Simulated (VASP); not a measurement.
# TlO2 (P-3m1) in VASP: density of states with PBE

Aim: the density of states of TlO2 with PBE.

Everything below comes from runs of VASP 6.6.1. Logs are shortened: lines on timing, memory, paths and dates and some standing lists are left out, and cuts for length are marked.

## 1. The cell of the first run

The structure is trigonal, space group P-3m1 (No. 164). The conventional cell has a = 3.504 Å, b = 3.504 Å, c = 4.004 Å, α = 90.00°, β = 90.00°, γ = 120.00°. Within 3.0 Å of Tl (site symmetry -3m) lie 6 O at 2.28 Å. O (site symmetry 3m) has 3 Tl at 2.28 Å and 6 O at 2.77 to 2.92 Å within 3.0 Å.

## 2. Density of states, PBE

The input, POSCAR:

```
TlO2
1.0
    3.5039772966      0.0000000000      0.0000000000
   -1.7519886483      3.0345333531      0.0000000000
    0.0000000000      0.0000000000      4.0044936646
Tl O
1 2
Direct
    0.0000000000      0.0000000000      0.0000000000
    0.3333333333      0.6666666667      0.2628545725
    0.6666666667      0.3333333333      0.7371454275
```

The input, INCAR.step1:

```
SYSTEM = TlO2
ALGO     = Normal         ! electronic algorithm
EDIFF    = 1E-7           ! SCF threshold, eV
ENCUT    = 520            ! plane-wave cutoff, eV
GGA      = PE             ! functional
ISIF     = 2              ! what is computed and relaxed
ISMEAR   = 0              ! smearing method
LASPH    = .TRUE.         ! aspherical terms in the spheres
LCHARG   = .TRUE.         ! write CHGCAR
LREAL    = .FALSE.        ! projectors in reciprocal space
LWAVE    = .FALSE.        ! write WAVECAR
NBANDS   = 20             ! bands
NELM     = 100            ! most SCF steps
PREC     = Accurate       ! precision mode
SIGMA    = 0.1            ! smearing width, eV
```

The input, KPOINTS.step1:

```
k-points
0
G
  15 15 12
  0 0 0
```

The input, INCAR.step2:

```
SYSTEM = TlO2
ALGO     = Normal         ! electronic algorithm
EDIFF    = 1E-7           ! SCF threshold, eV
ENCUT    = 520            ! plane-wave cutoff, eV
GGA      = PE             ! functional
ICHARG   = 11             ! starting density
ISIF     = 2              ! what is computed and relaxed
ISMEAR   = -5             ! smearing method
LASPH    = .TRUE.         ! aspherical terms in the spheres
LCHARG   = .FALSE.        ! write CHGCAR
LORBIT   = 10             ! projections on sites
LREAL    = .FALSE.        ! projectors in reciprocal space
LWAVE    = .FALSE.        ! write WAVECAR
NBANDS   = 20             ! bands
NEDOS    = 1001           ! points of the DOS
NELM     = 100            ! most SCF steps
PREC     = Accurate       ! precision mode
SIGMA    = 0.1            ! smearing width, eV
```

The input, KPOINTS.step2:

```
k-points
0
G
  23 23 18
  0 0 0
```

Potentials or basis: VASP PAW PBE potentials, release 64 (Tl_d, O).

Started as:

```
$ cat potpaw_PBE.64/Tl_d/POTCAR potpaw_PBE.64/O/POTCAR > POTCAR
$ cp INCAR.step1 INCAR
$ cp KPOINTS.step1 KPOINTS
$ mpirun -np 1 vasp_std > vasp.out
$ cp INCAR.step2 INCAR
$ cp KPOINTS.step2 KPOINTS
$ mpirun -np 1 vasp_std > vasp.out
```

OUTCAR:

```text
SYSTEM = TlO2
   EDIFF = 1E-7
   ENCUT = 520
   GGA = PE
   ICHARG = 11
   ISIF = 2
   ISMEAR = -5
   LASPH = .TRUE.
   LORBIT = 10
   LREAL = .FALSE.
   NELM = 100
   PREC = Accurate

 ion  position               nearest neighbor table
   1  0.000  0.000  0.000-   2 2.28   3 2.28   2 2.28   3 2.28   3 2.28   2 2.28
   2  0.333  0.667  0.263-   1 2.28   1 2.28   1 2.28
   3  0.667  0.333  0.737-   1 2.28   1 2.28   1 2.28

  LATTYP: Found a hexagonal cell.
 ALAT       =     3.5039772966
 C/A-ratio  =     1.1428423547

  Lattice vectors:

 A1 = (   3.5039772966,   0.0000000000,   0.0000000000)
 A2 = (  -1.7519886483,   3.0345333531,   0.0000000000)
 A3 = (   0.0000000000,   0.0000000000,   4.0044936646)

Analysis of symmetry for initial positions (statically):
=====================================================================
 Subroutine PRICEL returns:
 Original cell was already a primitive cell.

 Routine SETGRP: Setting up the symmetry group for a
 hexagonal supercell.

 Subroutine GETGRP returns: Found 12 space group operations
 (whereof 12 operations were pure point group operations)
 out of a pool of 24 trial point group operations.

The static configuration has the point symmetry D_3d.

Analysis of symmetry for dynamics (positions and initial velocities):
=====================================================================
 Subroutine PRICEL returns:
 Original cell was already a primitive cell.

 Routine SETGRP: Setting up the symmetry group for a
 hexagonal supercell.

 Subroutine GETGRP returns: Found 12 space group operations
 (whereof 12 operations were pure point group operations)
 out of a pool of 24 trial point group operations.

The dynamic configuration has the point symmetry D_3d.

 Subroutine INISYM returns: Found 12 space group operations
 (whereof 12 operations are pure point group operations),
 and found     1 'primitive' translations

----------------------------------------------------------------------------------------

                                     Primitive cell

  volume of cell :      42.5795

  direct lattice vectors                    reciprocal lattice vectors
     3.503977297  0.000000000  0.000000000     0.285389977  0.164769980  0.000000000
    -1.751988648  3.034533353  0.000000000     0.000000000  0.329539960  0.000000000
     0.000000000  0.000000000  4.004493665     0.000000000  0.000000000  0.249719461

  length of vectors
     3.503977297  3.503977297  4.004493665     0.329539960  0.329539960  0.249719461

  position of ions in fractional coordinates (direct lattice)
     0.000000000  0.000000000  0.000000000
     0.333333333  0.666666667  0.262854572
     0.666666667  0.333333333  0.737145428

  ion indices of the primitive-cell ions
   primitive index   ion index
                 1           1
                 2           2
                 3           3

----------------------------------------------------------------------------------------

 KPOINTS: k-points

Automatic generation of k-mesh.
 Grid dimensions read from file:
 generate k-points for:   23   23   18

 Generating k-lattice:

  Cartesian coordinates                     Fractional coordinates (reciprocal lattice)
     0.012408260  0.007163912  0.000000000     0.043478261  0.000000000  0.000000000
     0.000000000  0.014327824  0.000000000     0.000000000  0.043478261  0.000000000
     0.000000000  0.000000000  0.013873303     0.000000000  0.000000000  0.055555556

  Length of vectors
     0.014327824  0.014327824  0.013873303

  Shift w.r.t. Gamma in fractional coordinates (k-lattice)
     0.000000000  0.000000000  0.000000000

 TETIRR: Found  14181 inequivalent tetrahedra from    57132

 Subroutine IBZKPT returns following result:
 ===========================================

 Found    912 irreducible k-points:

 Following reciprocal coordinates:
            Coordinates               Weight
  0.000000  0.000000  0.000000      1.000000
  0.043478  0.000000  0.000000      6.000000
  0.086957  0.000000  0.000000      6.000000
  0.130435  0.000000  0.000000      6.000000
  0.173913  0.000000  0.000000      6.000000
  0.217391  0.000000  0.000000      6.000000
[... 16 lines left out ...]
  0.478261  0.043478  0.000000      6.000000
  0.086957  0.086957  0.000000      6.000000
 [... further k-points ...]
   k-points           NKPTS =    912   k-points in BZ     NKDIM =    912   number of bands    NBANDS=     20
   number of dos      NEDOS =   1001   number of ions     NIONS =      3
   total plane-waves  NPLWV =  23520
   dimension x,y,z NGX =    28 NGY =   28 NGZ =   30
   dimension x,y,z NGXF=    56 NGYF=   56 NGZF=   60
   ions per type =               1   2
   NGX,Y,Z   is equivalent  to a cutoff of  13.28, 13.28, 12.45 a.u.
   NGXF,Y,Z  is equivalent  to a cutoff of  26.57, 26.57, 24.91 a.u.
 SYSTEM =  TlO2
   PREC   = accura    normal or accurate (medium, high low for compatibility)
   ISTART =      0    job   : 0-new  1-cont  2-samecut
   ICHARG =     11    charge: 1-file 2-atom 10-const
   ISPIN  =      1    spin polarized calculation?
   LNONCOLLINEAR =      F non collinear calculations
   LSORBIT =      F    spin-orbit coupling
   LASPH  =      T    aspherical Exc in radial PAW
   ENCUT  =  520.0 eV  38.22 Ry    6.18 a.u.   6.52  6.52  7.45*2*pi/ulx,y,z
   NELM   =    100;   NELMIN=  2; NELMDL=  0     # of ELM steps
   EDIFF  = 0.1E-06   stopping-criterion for ELM
   LREAL  =      F    real-space projection
   EDIFFG = 0.1E-05   stopping-criterion for IOM
   NSW    =      0    number of steps for IOM
   IBRION =     -1    ionic relax: 0-MD 1-quasi-New 2-CG
   NFREE  =      0    steps in history (QN), initial steepest desc. (CG)
   ISIF   =      2    stress and relaxation
   ISYM   =      2    0-nonsym 1-usesym 2-fastsym
   POTIM  = 0.5000    time-step for ionic-motion
   TEBEG  =    0.0;   TEEND  =   0.0 temperature during run
   PSTRESS=    0.0 pullay stress
   NELECT =      25.0000    total number of electrons
   NUPDOWN=      -1.0000    fix difference up-down
   EMIN   =  10.00;   EMAX   =-10.00  energy-range for DOS
   EFERMI =   0.00;   METHOD = LEGACY
   ISMEAR =    -5;   SIGMA  =   0.10  broadening in eV -4-tet -1-fermi 0-gaus
   EFERMI_NEDOS =   21; number of points for ismear=-14 and -15
   IALGO  =     38    algorithm
   IMIX   =      4    mixing-type and parameters
     AMIX     =   0.40;   BMIX     =  1.00
     AMIX_MAG =   1.60;   BMIX_MAG =  1.00
  volume/ion in A,a.u.               =      14.19        95.78
  Fermi-wavevector in a.u.,A,eV,Ry     =   1.370844  2.590519 25.568233  1.879212
  Thomas-Fermi vector in A             =   2.496594
   LORBIT       =     10    0 simple, 1 ext, 2 COOP (PROOUT), +10 PAW based schemes
   GGA     = PE    functional components
   LHFCALC =     F    Hartree Fock is set to
   AEXX    =    0.0000 exact exchange contribution
   IVDW    =     0    specifies the selected vdW correction
   LEPSILON=     F    determine dielectric tensor
   LRPA    =     F    only Hartree local field effects (RPA)
 non-spin polarized calculation
 Fermi weights with tetrahedron method with Bloechl corrections
  energy-cutoff  :      520.00
  volume of cell :       42.58
 maximum number of plane-waves:      1173
 NGX is ok and might be reduce to    28

 number of electron      25.0000004 magnetization

 Free energy of the ion-electron system (eV)
  ---------------------------------------------------
  ext. energy  EPLUGINS =         0.00000000
  ---------------------------------------------------
  free energy    TOTEN  =       -12.29537462 eV

  energy without entropy =      -12.29537462  energy(sigma->0) =      -12.29537462

 E-fermi :   3.3734     XC(G=0): -10.6515

 val. band max:        3.4018478278   @ k =   0.2174   0.0000   0.2222
 cond. band min:       3.3568663274   @ k =   0.2609   0.0000   0.0000
 fundamental gap:     -0.0449815004
 Fermi energy:         3.3733572787

 k-point     1 :       0.0000    0.0000    0.0000
  band No.  band energies     occupation
      1     -14.2367      2.00000
      2     -12.4673      2.00000
      3      -6.6552      2.00000
      4      -6.6552      2.00000
      5      -6.4425      2.00000
      6      -5.9772      2.00000
[... 12 lines left out ...]
     19      20.1390      0.00000
     20      21.2161      0.00000

 k-point     2 :       0.0435    0.0000    0.0000
  band No.  band energies     occupation
      1     -14.2232      2.00000
      2     -12.4802      2.00000
      3      -6.6461      2.00000
      4      -6.6330      2.00000
      5      -6.4361      2.00000
      6      -5.9793      2.00000
[... 12 lines left out ...]
     19      20.3559      0.00000
     20      20.8860      0.00000

 k-point     3 :       0.0870    0.0000    0.0000
  band No.  band energies     occupation
      1     -14.1833      2.00000
      2     -12.5174      2.00000
      3      -6.6197      2.00000
      4      -6.5697      2.00000
      5      -6.4171      2.00000
      6      -5.9844      2.00000
[... 12 lines left out ...]
     19      20.2352      0.00000
     20      20.9431      0.00000

 k-point     4 :       0.1304    0.0000    0.0000
  band No.  band energies     occupation
      1     -14.1191      2.00000
      2     -12.5753      2.00000
      3      -6.5783      2.00000
      4      -6.4783      2.00000
      5      -6.3836      2.00000
      6      -5.9883      2.00000
[... 12 lines left out ...]
     19      19.5578      0.00000
     20      21.6598      0.00000

 k-point     5 :       0.1739    0.0000    0.0000
  band No.  band energies     occupation
      1     -14.0338      2.00000
      2     -12.6485      2.00000
      3      -6.5266      2.00000
      4      -6.3971      2.00000
      5      -6.3190      2.00000
      6      -5.9875      2.00000
[... 12 lines left out ...]
     19      18.8988      0.00000
     20      21.8001      0.00000
[... 353 lines left out ...]
      6      -5.8409      2.00000
[... 12 lines left out ...]
     19      16.8407      0.00000
     20      20.4562      0.00000

 k-point    22 :       0.4348    0.0435    0.0000
  band No.  band energies     occupation
      1     -13.3281      2.00000
      2     -13.1685      2.00000
      3      -6.3881      2.00000
      4      -6.3224      2.00000
      5      -6.0447      2.00000
      6      -5.8131      2.00000
[... 12 lines left out ...]
     19      16.7736      0.00000
     20      20.4130      0.00000

 k-point    23 :       0.4783    0.0435    0.0000
  band No.  band energies     occupation
      1     -13.2657      2.00000
      2     -13.2236      2.00000
      3      -6.3935      2.00000
      4      -6.3212      2.00000
      5      -6.0391      2.00000
      6      -5.8031      2.00000
[... 12 lines left out ...]
     19      16.7523      0.00000
     20      20.3995      0.00000

 k-point    24 :       0.0870    0.0870    0.0000
  band No.  band energies     occupation
      1     -14.0819      2.00000
      2     -12.6077      2.00000
      3      -6.5559      2.00000
      4      -6.4246      2.00000
      5      -6.3696      2.00000
      6      -5.9889      2.00000
[... 12 lines left out ...]
     19      19.3319      0.00000
     20      21.4832      0.00000

 [... further k-points ...]
[... 5 lines left out ...]
  --------------------------------------------------------------------------------------
  -------------------------------------------------------------------------------------
  Total        0.0421692      0.0421692      0.0410642      0.0000000      0.0000000      0.0000000
  in kB        1.5867358      1.5867358      1.5451573      0.0000000      0.0000000      0.0000000
  external PRESSURE =       1.5728763 kB  Pullay stress =       0.0000000 kB

 VOLUME and BASIS-vectors are now :
 -----------------------------------------------------------------------------
  energy-cutoff  :      520.00
  volume of cell :       42.58
      direct lattice vectors                 reciprocal lattice vectors
     3.503977297  0.000000000  0.000000000     0.285389977  0.164769980  0.000000000
    -1.751988648  3.034533353  0.000000000     0.000000000  0.329539960  0.000000000
     0.000000000  0.000000000  4.004493665     0.000000000  0.000000000  0.249719461

 POSITION                                       TOTAL-FORCE (eV/Angst)
 -----------------------------------------------------------------------------------
      0.00000      0.00000      0.00000        -0.000000      0.000000      0.000000
     -0.00000      2.02302      1.05260         0.000000      0.000000      0.043918
      1.75199      1.01151      2.95189        -0.000000      0.000000     -0.043918
 -----------------------------------------------------------------------------------
    total drift:                               -0.000000      0.000000     -0.000000

  FREE ENERGIE OF THE ION-ELECTRON SYSTEM (eV)
  ---------------------------------------------------
  free  energy   TOTEN  =       -12.2953746176 eV

  energy  without entropy=      -12.2953746176  energy(sigma->0) =      -12.29537462

 total charge

# of ion       s       p       d       tot
------------------------------------------
    1        0.797   0.498   9.795  11.091
    2        1.602   3.225   0.000   4.827
    3        1.602   3.225   0.000   4.827
--------------------------------------------------
tot          4.001   6.948   9.795  20.745
```

It took 7.6 min on 1 thread of Intel Xeon 6975P-C, shared host; peak memory 0.76 GiB.

Results:

```
Valence electrons inside the program's atomic spheres : Tl 11.09; O 4.83
```

Caveat: spin-orbit coupling is left out, which moves the levels of the heavy elements; an odd number of electrons without spin polarisation forces a metal; a magnetic or distorted state may lie lower; tetrahedron occupations give inexact forces and stress in metals.
